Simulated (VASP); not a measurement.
Crystal: Ru.

```
CELL_PARAMETERS angstrom
4.23980 0.00000 0.00000
-2.11990 3.67177 0.00000
0.00000 0.00000 2.62803
ATOMIC_POSITIONS crystal
Ru 0.00000 0.00000 0.00000
Ru 0.33333 0.66667 0.50000
Ru 0.66667 0.33333 0.50000
```

This isn't the form of Ru at room conditions, which is hcp.

| Item | Value |
| --- | --- |
| Program | VASP 6.6.1 |
| Task | relaxation of cell and atoms |
| Functional | PBEsol |
| Potentials or basis | VASP PAW PBE potentials, release 64 (Ru_pv) |
| Cutoff | 600 eV |
| k mesh | 12 × 12 × 16 |
| Occupations | gaussian, width 0.1 eV |
| Spin | no spin polarisation |

At the start: pressure -0.1 GPa; volume 13.64 Å³/atom.

Where does the relaxation end?

Over 6 steps the energy falls by 2.2 meV/atom; space group P6/mmm (No. 191, to 0.1 Å) before and after.

Step by step:
| step | energy change (eV) | largest force (eV/Å) | pressure (GPa) | volume (Å³) |
| --- | --- | --- | --- | --- |
| 1 | 0.0000 | 0.0000 | -0.14 | 40.91 |
| 2 | -0.0008 | 0.0000 | 1.18 | 40.83 |
| 3 | -0.0066 | 0.0000 | 0.46 | 40.87 |
| 4 | -0.0066 | 0.0000 | 0.47 | 40.87 |
| 5 | -0.0060 | 0.0000 | -1.20 | 41.08 |
| 6 | -0.0066 | 0.0000 | 0.09 | 40.92 |

Final structure:
```
Ru
1.0
     4.22151    0.00000    0.00000
    -2.11076    3.65594    0.00000
     0.00000    0.00000    2.65133
Ru
3
Direct
  0.00000 0.00000 0.00000
  0.33333 0.66667 0.50000
  0.66667 0.33333 0.50000
```

Caveat: the PAW data sets were made with another functional, which shifts forces and pressure a little.
